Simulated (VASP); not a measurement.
# H (P6_3/mmc) in VASP: a series of runs, part 2 of 3

VASP 6.6.1. The steps go on from the part before.

### Step 3. Relaxation of shape and atoms at fixed volume, PBE (volume scaled by 0.94)

Input file INCAR:

```
SYSTEM = H
ALGO = Normal ; EDIFF = 1E-7
EDIFFG = -0.01 ; ENCUT = 600
GGA = PE ; IBRION = 2
ISIF = 4 ; ISMEAR = 0
LASPH = .TRUE. ; LCHARG = .FALSE.
LREAL = .FALSE. ; LWAVE = .FALSE.
NELM = 60 ; NSW = 50
PREC = Accurate ; SIGMA = 0.02
```

Input file KPOINTS:

```
k-points
0
G
  9 9 6
  0 0 0
```

Input file POSCAR:

```
H
1.0
    3.7914945683      0.0000000000      0.0000000000
   -1.8957472841      3.2835306145      0.0000000000
    0.0000000000      0.0000000000      4.9745883749
H
4
Direct
    0.3333333333      0.6666666667      0.1753330938
    0.6666666667      0.3333333333      0.6753330938
    0.6666666667      0.3333333333      0.8246669062
    0.3333333333      0.6666666667      0.3246669062
```

Potentials or basis: VASP PAW PBE potentials, release 64 (H).

The run is started by

```console
$ cat potpaw_PBE.64/H/POTCAR > POTCAR
$ mpirun -np 1 vasp_std > vasp.out
```

OUTCAR:

```text
SYSTEM = H
   EDIFF = 1E-7
   EDIFFG = -0.01
   ENCUT = 600
   GGA = PE
   IBRION = 2
   ISIF = 4
   ISMEAR = 0
   LASPH = .TRUE.
   LREAL = .FALSE.
   NELM = 60
   NSW = 50
   PREC = Accurate

 ion  position               nearest neighbor table
   1  0.333  0.667  0.175-   4 0.74
   2  0.667  0.333  0.675-   3 0.74
   3  0.667  0.333  0.825-   2 0.74
   4  0.333  0.667  0.325-   1 0.74

  LATTYP: Found a hexagonal cell.
 ALAT       =     3.7914945683
 C/A-ratio  =     1.3120389032

  Lattice vectors:

 A1 = (   3.7914945683,   0.0000000000,   0.0000000000)
 A2 = (  -1.8957472841,   3.2835306145,   0.0000000000)
 A3 = (   0.0000000000,   0.0000000000,   4.9745883749)

Analysis of symmetry for initial positions (statically):
=====================================================================
 Subroutine PRICEL returns:
 Original cell was already a primitive cell.

 Routine SETGRP: Setting up the symmetry group for a
 hexagonal supercell.

 Subroutine GETGRP returns: Found 24 space group operations
 (whereof 12 operations were pure point group operations)
 out of a pool of 24 trial point group operations.

The static configuration has the point symmetry D_3d.
 The point group associated with its full space group is D_6h.

Analysis of symmetry for dynamics (positions and initial velocities):
=====================================================================
 Subroutine PRICEL returns:
 Original cell was already a primitive cell.

 Routine SETGRP: Setting up the symmetry group for a
 hexagonal supercell.

 Subroutine GETGRP returns: Found 24 space group operations
 (whereof 12 operations were pure point group operations)
 out of a pool of 24 trial point group operations.

The dynamic configuration has the point symmetry D_3d.
 The point group associated with its full space group is D_6h.

 Subroutine INISYM returns: Found 24 space group operations
 (whereof 12 operations are pure point group operations),
 and found     1 'primitive' translations

----------------------------------------------------------------------------------------

                                     Primitive cell

  volume of cell :      61.9311

  direct lattice vectors                    reciprocal lattice vectors
     3.791494568  0.000000000  0.000000000     0.263748235  0.152275114  0.000000000
    -1.895747284  3.283530615  0.000000000     0.000000000  0.304550229  0.000000000
     0.000000000  0.000000000  4.974588375     0.000000000  0.000000000  0.201021657

  length of vectors
     3.791494568  3.791494568  4.974588375     0.304550229  0.304550229  0.201021657

  position of ions in fractional coordinates (direct lattice)
     0.333333333  0.666666667  0.175333094
     0.666666667  0.333333333  0.675333094
     0.666666667  0.333333333  0.824666906
     0.333333333  0.666666667  0.324666906

  ion indices of the primitive-cell ions
   primitive index   ion index
[... 37 lines left out ...]
  0.444444  0.000000  0.000000      6.000000
  0.111111  0.111111  0.000000      6.000000
[... 16 lines left out ...]
  0.333333  0.222222  0.166667     24.000000
  0.333333  0.333333  0.166667      4.000000
 [... further k-points ...]
   k-points           NKPTS =     48   k-points in BZ     NKDIM =     48   number of bands    NBANDS=      6
   number of dos      NEDOS =    301   number of ions     NIONS =      4
   total plane-waves  NPLWV =  36000
   dimension x,y,z NGX =    30 NGY =   30 NGZ =   40
   dimension x,y,z NGXF=    60 NGYF=   60 NGZF=   80
   ions per type =               4
   NGX,Y,Z   is equivalent  to a cutoff of  13.15, 13.15, 13.37 a.u.
   NGXF,Y,Z  is equivalent  to a cutoff of  26.31, 26.31, 26.74 a.u.
 SYSTEM =  H
   PREC   = accura    normal or accurate (medium, high low for compatibility)
   ISTART =      0    job   : 0-new  1-cont  2-samecut
   ICHARG =      2    charge: 1-file 2-atom 10-const
   ISPIN  =      1    spin polarized calculation?
   LNONCOLLINEAR =      F non collinear calculations
   LSORBIT =      F    spin-orbit coupling
   LASPH  =      T    aspherical Exc in radial PAW
   ENCUT  =  600.0 eV  44.10 Ry    6.64 a.u.   7.57  7.57  9.94*2*pi/ulx,y,z
   NELM   =     60;   NELMIN=  2; NELMDL= -5     # of ELM steps
   EDIFF  = 0.1E-06   stopping-criterion for ELM
   LREAL  =      F    real-space projection
   EDIFFG = -.1E-01   stopping-criterion for IOM
   NSW    =     50    number of steps for IOM
   IBRION =      2    ionic relax: 0-MD 1-quasi-New 2-CG
   NFREE  =      1    steps in history (QN), initial steepest desc. (CG)
   ISIF   =      4    stress and relaxation
   ISYM   =      2    0-nonsym 1-usesym 2-fastsym
   POTIM  = 0.5000    time-step for ionic-motion
   TEBEG  =    0.0;   TEEND  =   0.0 temperature during run
   PSTRESS=    0.0 pullay stress
   NELECT =       4.0000    total number of electrons
   NUPDOWN=      -1.0000    fix difference up-down
   EMIN   =  10.00;   EMAX   =-10.00  energy-range for DOS
   EFERMI =   0.00;   METHOD = LEGACY
   ISMEAR =     0;   SIGMA  =   0.02  broadening in eV -4-tet -1-fermi 0-gaus
   EFERMI_NEDOS =   21; number of points for ismear=-14 and -15
   IALGO  =     38    algorithm
   IMIX   =      4    mixing-type and parameters
     AMIX     =   0.40;   BMIX     =  1.00
     AMIX_MAG =   1.60;   BMIX_MAG =  1.00
  volume/ion in A,a.u.               =      15.48       104.48
  Fermi-wavevector in a.u.,A,eV,Ry     =   0.656839  1.241245  5.870054  0.431437
  Thomas-Fermi vector in A             =   1.728157
   LORBIT       =      0    0 simple, 1 ext, 2 COOP (PROOUT), +10 PAW based schemes
   GGA     = PE    functional components
   LHFCALC =     F    Hartree Fock is set to
   AEXX    =    0.0000 exact exchange contribution
   IVDW    =     0    specifies the selected vdW correction
   LEPSILON=     F    determine dielectric tensor
   LRPA    =     F    only Hartree local field effects (RPA)
 conjugate gradient relaxation of ions
 non-spin polarized calculation
 Gauss-broadening in eV      SIGMA  =   0.02
  energy-cutoff  :      600.00
  volume of cell :       61.93
 maximum number of plane-waves:      2101
   NGX = 15   NGY = 15   NGZ = 19

--------------------------------------- Ionic step        1  -------------------------------------------

 number of electron       4.0000000 magnetization

 Free energy of the ion-electron system (eV)
  ---------------------------------------------------
  ext. energy  EPLUGINS =         0.00000000
  ---------------------------------------------------
  free energy    TOTEN  =       -13.57843696 eV

  energy without entropy =      -13.57843696  energy(sigma->0) =      -13.57843696

------------------------ aborting loop because EDIFF is reached ----------------------------------------

  FORCE on cell =-STRESS in cart. coord.  units (eV):
  Direction    XX          YY          ZZ          XY          YZ          ZX
  --------------------------------------------------------------------------------------
  -------------------------------------------------------------------------------------
  Total        0.0059150      0.0059150      0.3881878      0.0000000      0.0000000      0.0000000
  in kB        0.1530227      0.1530227     10.0425456      0.0000000      0.0000000      0.0000000
  external PRESSURE =       3.4495304 kB  Pullay stress =       0.0000000 kB
[... 63 lines left out ...]
--------------------------------------- Ionic step        3  -------------------------------------------

 number of electron       4.0000000 magnetization

 Free energy of the ion-electron system (eV)
  ---------------------------------------------------
  ext. energy  EPLUGINS =         0.00000000
  ---------------------------------------------------
  free energy    TOTEN  =       -13.58026361 eV

  energy without entropy =      -13.58026361  energy(sigma->0) =      -13.58026361

 E-fermi :  -8.7007     XC(G=0):  -4.6640

 val. band max:       -8.7987015819   @ k =   0.0000   0.0000   0.0000
 cond. band min:       0.4636226747   @ k =   0.0000   0.0000   0.0000
 fundamental gap:      9.2623242566
 Fermi energy:        -8.7007262044

 k-point     1 :       0.0000    0.0000    0.0000
  band No.  band energies     occupation
      1     -10.3245      2.00000
      2      -8.7987      2.00000
      3       0.4636      0.00000
      4       3.3262      0.00000
      5       6.3534      0.00000
      6       7.8919      0.00000
[... 199 lines left out ...]
 k-point    24 :       0.3333    0.3333    0.1667
  band No.  band energies     occupation
      1      -9.2289      2.00000
      2      -9.2289      2.00000
      3       1.8643      0.00000
      4       2.5046      0.00000
      5       2.5046      0.00000
      6       5.3244      0.00000

 [... further k-points ...]

------------------------ aborting loop because EDIFF is reached ----------------------------------------

  FORCE on cell =-STRESS in cart. coord.  units (eV):
  Direction    XX          YY          ZZ          XY          YZ          ZX
  --------------------------------------------------------------------------------------
  -------------------------------------------------------------------------------------
  Total        0.0070069      0.0070069      0.0085247      0.0000000     -0.0000000      0.0000000
  in kB        0.1812695      0.1812695      0.2205378      0.0000000     -0.0000000      0.0000000
  external PRESSURE =       0.1943590 kB  Pullay stress =       0.0000000 kB
[... 19 lines left out ...]
  FREE ENERGIE OF THE ION-ELECTRON SYSTEM (eV)
  ---------------------------------------------------
  free  energy   TOTEN  =       -13.5802636136 eV

  energy  without entropy=      -13.5802636136  energy(sigma->0) =      -13.58026361

 reached required accuracy - stopping structural energy minimisation
```

Run time: 54 s. Hardware: 1 thread of Intel Xeon 8259CL, shared host; peak memory 0.18 GiB.

Results:

- Free energy: -13.5803 eV
- Energy gained by relaxing: 0.5 meV/atom
- Ionic steps: 3
- Pressure after relaxing: 0.0 GPa
- Band gap on the k mesh: 9.26 eV, direct

The path:
```
step  energy change (eV)  largest force (eV/Å)  pressure (GPa)  volume (Å³)
   1              0.0000                0.2546            0.34        61.93
   2              0.0110                0.6366           -0.82        61.93
   3             -0.0018                0.0017            0.02        61.93
```

Final structure:
```
H
1.0
     3.78993    0.00000    0.00000
    -1.89497    3.28218    0.00000
     0.00000    0.00000    4.97870
H
4
Direct
  0.33333 0.66667 0.17466
  0.66667 0.33333 0.67466
  0.66667 0.33333 0.82534
  0.33333 0.66667 0.32534
```

Levels at points of the mesh, in eV from the valence-band top:
| k point | band 1 | band 2 | band 3 | band 4 | band 5 | band 6 |
| --- | --- | --- | --- | --- | --- | --- |
| (0.00, 0.00, 0.00) | -1.53 | 0.00 | 9.26 | 12.12 | 15.15 | 16.69 |
| (0.00, 0.00, 0.50) | -0.84 | -0.84 | 10.41 | 10.41 | 17.32 | 17.32 |

Caveat: the cell differs from its parent crystal (volume scaled by 0.94).

(Part 2 of 3 ends here.)
